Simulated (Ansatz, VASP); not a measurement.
## Two plane-wave programs on BO

```xyz
2
Lattice="1.1948 0.6898 4.6246 -1.1948 0.6898 4.6246 0.0000 -1.3796 4.6246" Properties=species:S:1:pos:R:3 pbc="T T T"
B     0.0000    0.0000    3.6908
O     0.0000    0.0000   -0.3310
```

Alike in both runs: functional PBE; k mesh 6 × 6 × 6; occupations gaussian, width 0.1 eV; no spin polarisation.

Ansatz relaxed the structure, and its values are those at the end. VASP's run is a single point on that final structure, the one shown.

|  | VASP | Ansatz |
| --- | --- | --- |
| version | VASP 6.6.1 | Ansatz 0.2.0 |
| potentials or method | VASP PAW PBE potentials, release 64 (B, O), cutoff 520 eV | scalar-relativistic, plane waves, PAW |
| valence electrons in the cell | 9 | 9 |

|  | VASP | Ansatz | Ansatz less VASP |
| --- | --- | --- | --- |
| gap on the k mesh at the Fermi level (eV) | none | none | - |
| pressure (GPa) | 0.6 | 0.1 | -0.52 |
| rms of the force components (eV/Å) | 0.009 | 0.000 | -0.0087 |

A gap of «none» marks a metal or a gap that the smearing closes.

The k mesh is coarse, so the values compare programs but aren't converged.
